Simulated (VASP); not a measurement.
# B16P15 (a cell with a defect) in VASP: a series of runs, part 2 of 2

VASP 6.6.1.

## (4) Single point, PBE

Contents of INCAR:

```
SYSTEM = B16P15
  PREC = Accurate
  ENCUT = 420
  EDIFF = 1E-6
  ISMEAR = -1
  SIGMA = 0.01
  LREAL = Auto
  LASPH = .TRUE.
  NELM = 120
  ALGO = Normal
  ISIF = 2
  LWAVE = .FALSE.
  LCHARG = .FALSE.
  GGA = PE
  NELECT = 120.0
  NBANDS = 82
  GGA_COMPAT = .FALSE.
```

Contents of KPOINTS:

```
Automatic mesh
0
G
  1 1 1
  0 0 0
```

Contents of POSCAR:

```
B16P15
1.0
   -4.5480984036      4.5480984036     -4.5480984036
    4.5480984036      4.5480984036      4.5480984036
    4.5480984036     -4.5480984036     -4.5480984036
B P
16 15
Direct
   -0.0036095938     -0.0036119634     -0.0050546104
    0.0016526901      0.2470856222      0.7494478788
    0.0016004677      0.4989516016      0.4975259233
   -0.0037311816      0.7442987770      0.2467551375
    0.2470025940      0.0016628354      0.7494009175
    0.1935250101      0.1935651776      0.4439671583
    0.2470350095      0.4990393186      0.2521349887
    0.2535749130      0.7508584141      0.0013427381
    0.4989265290      0.0016483731      0.4974270858
    0.4989975643      0.2470445837      0.2519943558
    0.4989623669      0.4989631954      0.0547635611
    0.4989645031      0.8044776595      0.7494872145
    0.7443511027     -0.0037424467      0.2467685344
    0.7509089682      0.2535140676      0.0013781703
    0.8044122596      0.4989868357      0.7494473034
    0.7509245100      0.7509925492      0.5041019782
   -0.0010290989     -0.0009762330      0.7495040689
   -0.0045828298      0.2495626521      0.5000095795
   -0.0010775169      0.4989346155      0.2494426012
    0.0025586046      0.7531274599      0.0036243059
    0.2494625842     -0.0046141799      0.4999371696
    0.2496442305      0.2496906290      0.2459826316
    0.2448714439      0.4989974875     -0.0010840060
    0.2448401471      0.7484449442      0.7494700582
    0.4989747299     -0.0009641453      0.2494436282
    0.4989564947      0.2448815342     -0.0012549605
    0.4989526329      0.7484810209      0.4953574999
    0.7530656336      0.0024253400      0.0035743607
    0.7483641629      0.2448462006      0.7494323800
    0.7483565034      0.4990169422      0.4953268866
    0.7530764844      0.7530779909      0.2530416201
```

The run is started by

```console
cat potpaw_PBE.64/B/POTCAR potpaw_PBE.64/P/POTCAR > POTCAR
mpirun -np 1 vasp_gam > vasp.out
```

It took 2.2 min on 1 thread of Intel Xeon 8259CL, shared host; peak memory 0.37 GiB.

Results (log left out):

* Free energy: -213.3185 eV
* Largest force: 0.448 eV/Å

Forces on the atoms (eV/Å):
```
B    0.292  0.111 -0.303
B    0.294 -0.116  0.301
B    0.297 -0.298  0.115
B    0.296  0.305 -0.111
B   -0.311 -0.111 -0.302
B    0.220  0.223 -0.227
B   -0.311  0.302  0.108
B    0.116 -0.298  0.302
B   -0.111 -0.302 -0.307
B   -0.109  0.303  0.302
B   -0.220  0.222  0.219
B   -0.230 -0.222 -0.220
B    0.110  0.304 -0.304
B   -0.313 -0.299 -0.107
B    0.222 -0.224  0.223
B   -0.311  0.106  0.300
P    0.010  0.003  0.001
P   -0.267 -0.026  0.022
P    0.010 -0.002 -0.002
P   -0.270  0.022 -0.019
P   -0.014 -0.024  0.272
P   -0.022 -0.275  0.027
P    0.025 -0.021 -0.270
P    0.025  0.273  0.022
P   -0.004 -0.003  0.002
P    0.279 -0.028 -0.026
P    0.278  0.022  0.022
P    0.032  0.026  0.275
P   -0.017  0.275 -0.025
P   -0.020  0.025 -0.273
P    0.026 -0.272 -0.017
```

Levels at points of the mesh, in eV from the Fermi level:
| k point | band 59 | band 60 | band 61 | band 62 | band 63 | band 64 |
| --- | --- | --- | --- | --- | --- | --- |
| (0.00, 0.00, 0.00) | -0.01 | -0.01 | -0.01 | 2.26 | 2.26 | 2.26 |

Caveat: the k points lie up to 0.98 Å⁻¹ apart; the cell carries a net charge on a neutralising background, which shifts energy and pressure; the cell is charged against a uniform background, so pressure and absolute levels hang on convention.

## (5) Single point, PBE

Contents of INCAR:

```
SYSTEM = B16P15
PREC = Accurate ; ENCUT = 420
EDIFF = 1E-6 ; ISMEAR = -1
SIGMA = 0.01 ; LREAL = Auto
LASPH = .True. ; NELM = 120
ALGO = Normal ; ISIF = 2
LWAVE = .False. ; LCHARG = .False.
GGA = PE ; NBANDS = 82
NELECT = 124.0 ; GGA_COMPAT = .False.
```

Contents of KPOINTS:

```
Automatic mesh
0
Gamma
  1 1 1
  0.25 0.25 0.25
```

Contents of POSCAR:

```
B16P15
1.0
   -4.5480984000      4.5480984000     -4.5480984000
    4.5480984000      4.5480984000      4.5480984000
    4.5480984000     -4.5480984000     -4.5480984000
B P
16 15
Direct
    0.0031748582      0.0030569561      0.0021477572
   -0.0022480515      0.2502889379      0.7497344332
    0.0020452429      0.5001250924      0.4986256760
   -0.0010462182      0.7477954600      0.2477937972
    0.2502032117     -0.0019480651      0.7497387129
    0.2267139119      0.2266785631      0.4813670921
    0.2498298865      0.5008612020      0.2514622557
    0.2530707083      0.7512485155      0.0008436193
    0.5000524714      0.0018165688      0.4986662002
    0.5009396789      0.2497958268      0.2516189852
    0.4950202241      0.4951004823      0.0181061713
    0.5059380690      0.7742055659      0.7497842268
    0.7480670192     -0.0009009000      0.2480221573
    0.7511405516      0.2528674688      0.0008000465
    0.7742061586      0.5058518904      0.7496746759
    0.7507781934      0.7506683731      0.4974350668
    0.0004397539      0.0005072641      0.7497545727
   -0.0001821107      0.2490953870      0.4997726850
    0.0004947549      0.5003954511      0.2496676535
    0.0012111929      0.7510624027     -0.0010728501
    0.2489323426     -0.0003465249      0.4995872699
    0.2544481307      0.2544011961      0.2573777167
    0.2497837828      0.4991077241     -0.0002803949
    0.2542525632      0.7467088503      0.7497339121
    0.5005445164      0.0004746481      0.2497932906
    0.4991005219      0.2498687901     -0.0001677744
    0.5019200774      0.7518490758      0.5004432568
    0.7512661970      0.0011655435     -0.0009062939
    0.7464574147      0.2541512322      0.7497180387
    0.7520811302      0.5018463105      0.5004948210
    0.7467703240      0.7467352814      0.2421591416
```

The run is started by

```console
cat potpaw_PBE.64/B/POTCAR potpaw_PBE.64/P/POTCAR > POTCAR
mpirun -np 1 vasp_std > vasp.out
```

It took 3 min on 1 thread of Intel Xeon 8259CL, shared host; peak memory 0.36 GiB.

Results (log left out):

```
Free energy   : -186.0671 eV
Largest force : 0.015 eV/Å
```

Forces on the atoms (eV/Å):
```
B    0.002  0.000  0.001
B    0.000  0.000  0.000
B    0.001 -0.003  0.002
B    0.001  0.003 -0.003
B   -0.003 -0.002 -0.001
B   -0.005  0.005  0.009
B    0.001  0.002  0.001
B    0.000 -0.003  0.000
B   -0.003 -0.003  0.001
B   -0.004  0.001 -0.001
B    0.002  0.010 -0.011
B    0.005 -0.002  0.007
B    0.002  0.004 -0.001
B    0.001 -0.004 -0.001
B   -0.004 -0.006 -0.011
B    0.000  0.000  0.000
P    0.000  0.003 -0.001
P   -0.007  0.001 -0.004
P    0.001  0.000  0.000
P    0.002  0.003  0.001
P    0.003  0.001  0.005
P   -0.003 -0.006  0.001
P   -0.001 -0.004  0.003
P    0.003  0.005  0.000
P    0.000  0.000  0.004
P   -0.002 -0.004  0.000
P    0.004 -0.002 -0.002
P   -0.002 -0.002  0.003
P   -0.001  0.004 -0.002
P    0.004  0.002  0.002
P    0.002 -0.002 -0.001
```

Levels at points of the mesh, in eV from the Fermi level:
```csv
k point,band 60,band 61,band 62,band 63,band 64,band 65
"(0.25, 0.25, 0.25)",-2.63,-2.21,-0.03,0.04,0.04,0.97
```

Caveat: the k points lie up to 0.98 Å⁻¹ apart; the cell carries a net charge on a neutralising background, which shifts energy and pressure; the cell is charged against a uniform background, so pressure and absolute levels hang on convention.
